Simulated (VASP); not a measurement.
**HfB: single point with PBEsol**

Crystal: HfB.

```
CELL_PARAMETERS angstrom
2.46577 2.46577 0.00000
-2.46577 2.46577 0.00000
0.00000 0.00000 4.74663
ATOMIC_POSITIONS crystal
Hf 0.50000 0.50000 0.00000
Hf 0.00000 0.00000 0.50000
B 0.00000 0.00000 0.00000
B 0.50000 0.50000 0.50000
```

This cell differs from its parent crystal: biaxial strain in the a-b plane: +3.0 %, then relaxed in part.

- Program: VASP 6.6.1
- Task: single point
- Functional: PBEsol
- Potentials or basis: VASP PAW PBE potentials, release 64 (Hf_pv, B)
- Cutoff: 520 eV
- k mesh: 16 × 16 × 12
- Occupations: gaussian, width 0.1 eV
- Spin: no spin polarisation

```json
{
  "Pressure": "-7.7 GPa",
  "Band gap on the k mesh": "zero (bands 13 and 14 overlap by 3.36 eV)"
}
```

Stress tensor (GPa, compression positive):
```
-11.70   0.00   0.00
  0.00 -11.70   0.00
  0.00   0.00   0.28
```

Levels at points of the mesh, in eV from the Fermi level:
| k point | band 10 | band 11 | band 12 | band 13 | band 14 | band 15 | band 16 | band 17 |
| --- | --- | --- | --- | --- | --- | --- | --- | --- |
| (0.00, 0.00, 0.00) | -0.82 | 1.72 | 1.72 | 1.84 | 1.84 | 2.23 | 3.39 | 3.48 |
| (0.50, 0.00, 0.00) | -2.66 | -0.90 | -0.90 | -0.68 | -0.68 | 3.89 | 3.89 | 5.54 |
| (0.50, 0.50, 0.00) | -1.41 | -0.77 | -0.77 | 1.95 | 1.95 | 2.03 | 2.03 | 5.16 |
| (0.00, 0.00, 0.50) | -1.64 | 0.39 | 0.39 | 1.05 | 1.05 | 1.05 | 1.05 | 4.23 |
| (0.50, 0.00, 0.50) | -4.47 | -1.19 | -1.19 | -1.09 | -1.09 | 5.34 | 5.34 | 5.62 |
| (0.50, 0.50, 0.50) | -1.51 | -1.51 | -1.51 | -1.40 | -1.40 | 5.13 | 5.13 | 5.13 |

It took 8.1 min on 1 thread of Intel Xeon 8259CL, with other jobs on the host, peak memory 0.44 GiB.

Caveat: the cell differs from its parent crystal (biaxial strain in the a-b plane: +3.0 %, then relaxed in part); the stress differs along the axes, from -12 to 0 GPa; the PAW data sets were made with another functional, which shifts forces and pressure a little; spin-orbit coupling is left out, which moves the levels of the heavy elements.
